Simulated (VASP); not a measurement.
Wanted: the native input for a VASP 6.6.1 run.

```yaml
Task: single point
Functional: PBE
Potentials_or_basis: VASP PAW PBE potentials, release 64 (Na_pv, F)
Cutoff: 520 eV
k_mesh: 8 × 8 × 8
Occupations: gaussian, width 0.01 eV
Spin: no spin polarisation
Dipole_correction: no
Further_INCAR_settings: ALGO = Normal; EDIFF = 1e-07; NBANDS = 14
```

The structure of NaF lies in POSCAR:

```
NaF
1.0
    0.0000000000      2.2971680712      2.2971680712
    2.2971680712      0.0000000000      2.2971680712
    2.2971680712      2.2971680712      0.0000000000
Na F
1 1
Direct
    0.0000000000      0.0000000000      0.0000000000
    0.5000000000      0.5000000000      0.5000000000
```

These files were run (other wordings do the same):

INCAR

```
PREC = Accurate
ENCUT = 520
EDIFF = 1E-7
ISMEAR = 0
SIGMA = 0.01
LREAL = False
LASPH = True
NELM = 60
ALGO = Normal
ISIF = 2
LWAVE = False
LCHARG = True
GGA = PE
LELF = True
LVHAR = True
NBANDS = 14
```

KPOINTS

```
regular mesh
0
Gamma
  8 8 8
```

Potentials or basis: VASP PAW PBE potentials, release 64 (Na_pv, F).

Command:

```sh
$ cat potpaw_PBE.64/Na_pv/POTCAR potpaw_PBE.64/F/POTCAR > POTCAR
$ mpirun -np 1 vasp_std > vasp.out
```

Results of the run:

| Quantity | Value |
| --- | --- |
| Pressure | 3.5 GPa |
| Band gap on the k mesh | 6.44 eV, direct |

It took 3.5 s on 1 thread of Intel(R) Xeon(R) 6975P-C (Granite Rapids), with other jobs on the host, peak memory 0.13 GiB.
